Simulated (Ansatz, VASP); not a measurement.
# ZnF2: VASP beside Ansatz

File INCAR:

```
SYSTEM = ZnF2
PREC = Accurate ; ENCUT = 600
EDIFF = 1E-6 ; ISMEAR = 0
SIGMA = 0.02 ; LREAL = .FALSE.
LASPH = .TRUE. ; NELM = 120
ALGO = Normal ; ISIF = 2
LWAVE = .FALSE. ; LCHARG = .FALSE.
GGA = PS ; NBANDS = 122
GGA_COMPAT = .FALSE.
```

File KPOINTS:

```
regular mesh
0
G
  2 2 2
  0 0 0
```

File POSCAR:

```
ZnF2
1.0
    4.7171584267      4.7171584267      0.0000000000
   -4.7171584267      4.7171584267      0.0000000000
    0.0000000000     -4.7171584267      6.2573005478
Zn F
8 16
Direct
    0.6250000000      0.1250000000      0.2500000000
    0.8750000000      0.3750000000      0.7500000000
    0.1250000000      0.6250000000      0.2500000000
    0.3750000000      0.8750000000      0.7500000000
    0.0000000000      0.0000000000      0.0000000000
    0.2500000000      0.2500000000      0.5000000000
    0.5000000000      0.5000000000      0.0000000000
    0.7500000000      0.7500000000      0.5000000000
    0.6961638919      0.0000000000      0.0000000000
    0.9461638919      0.2500000000      0.5000000000
    0.1961638919      0.5000000000      0.0000000000
    0.4461638919      0.7500000000      0.5000000000
    0.6250000000      0.8211638919      0.2500000000
    0.8750000000      0.0711638919      0.7500000000
    0.1250000000      0.3211638919      0.2500000000
    0.3750000000      0.5711638919      0.7500000000
    0.3038361081      0.0000000000      0.0000000000
    0.5538361081      0.2500000000      0.5000000000
    0.8038361081      0.5000000000      0.0000000000
    0.0538361081      0.7500000000      0.5000000000
    0.6250000000      0.4288361081      0.2500000000
    0.8750000000      0.6788361081      0.7500000000
    0.1250000000      0.9288361081      0.2500000000
    0.3750000000      0.1788361081      0.7500000000
```

Input for Ansatz:

```yaml
crystal:
  lattice:
    - [4.7171584267, 4.7171584267, 0.0]
    - [-4.7171584267, 4.7171584267, 0.0]
    - [0.0, -4.7171584267, 6.2573005478]
  atoms:
    - { symbol: Zn, position: [0.625, 0.125, 0.25] }
    - { symbol: Zn, position: [0.875, 0.375, 0.75] }
    - { symbol: Zn, position: [0.125, 0.625, 0.25] }
    - { symbol: Zn, position: [0.375, 0.875, 0.75] }
    - { symbol: Zn, position: [0.0, 0.0, 0.0] }
    - { symbol: Zn, position: [0.25, 0.25, 0.5] }
    - { symbol: Zn, position: [0.5, 0.5, 0.0] }
    - { symbol: Zn, position: [0.75, 0.75, 0.5] }
    - { symbol: F, position: [0.6961638919, 0.0, 0.0] }
    - { symbol: F, position: [0.9461638919, 0.25, 0.5] }
    - { symbol: F, position: [0.1961638919, 0.5, 0.0] }
    - { symbol: F, position: [0.4461638919, 0.75, 0.5] }
    - { symbol: F, position: [0.625, 0.8211638919, 0.25] }
    - { symbol: F, position: [0.875, 0.0711638919, 0.75] }
    - { symbol: F, position: [0.125, 0.3211638919, 0.25] }
    - { symbol: F, position: [0.375, 0.5711638919, 0.75] }
    - { symbol: F, position: [0.3038361081, 0.0, 0.0] }
    - { symbol: F, position: [0.5538361081, 0.25, 0.5] }
    - { symbol: F, position: [0.8038361081, 0.5, 0.0] }
    - { symbol: F, position: [0.0538361081, 0.75, 0.5] }
    - { symbol: F, position: [0.625, 0.4288361081, 0.25] }
    - { symbol: F, position: [0.875, 0.6788361081, 0.75] }
    - { symbol: F, position: [0.125, 0.9288361081, 0.25] }
    - { symbol: F, position: [0.375, 0.1788361081, 0.75] }
basis:
  ecutwfc: 420
  xc_grid: 2
kpoints:
  mp_grid: { grid: [2, 2, 2], shift: [0.0, 0.0, 0.0] }
hamiltonian:
  xc: pbesol
scf:
  occupations: { method: gaussian, width: 0.02 }
output:
  forces: true
  stress: true
  eigenvalues: true
  write_density: true
  write_potential: true
  elf: true
  volumetric_format: npy
```

Alike in both runs: task single point; functional PBEsol; k mesh 2 × 2 × 2; occupations gaussian, width 0.02 eV; no spin polarisation.

```csv
,VASP,Ansatz
version,VASP 6.6.1,Ansatz 0.2.0
potentials or method,"VASP PAW PBE potentials, release 64 (Zn, F), cutoff 600 eV","scalar-relativistic, plane waves, PAW"
valence electrons in the cell,208,208
```

Ansatz gave:

| Quantity | Value |
| --- | --- |
| gap on the k mesh at the Fermi level (eV) | 3.45 |
| least direct gap on the mesh (eV) | 3.45 |
| pressure (GPa) | 0.0 |
| traceless stress, the component that is largest in VASP (GPa) | -0.01 |
| rms of the force components (eV/Å) | 0.000 |

Question: Estimate VASP's values.

Answer: gap on the k mesh at the Fermi level (eV): 3.37; least direct gap on the mesh (eV): 3.37; pressure (GPa): 0.5; traceless stress, the component that is largest in VASP (GPa): 0.22; rms of the force components (eV/Å): 0.007.

VASP's potentials were made for PBE, not for PBEsol. Atom by atom the forces differ by 0.007 eV/Å (rms over components). With one functional, cell and mesh, what is left measures potentials, basis and numerics.

The k mesh is coarse, so the values compare programs but aren't converged.
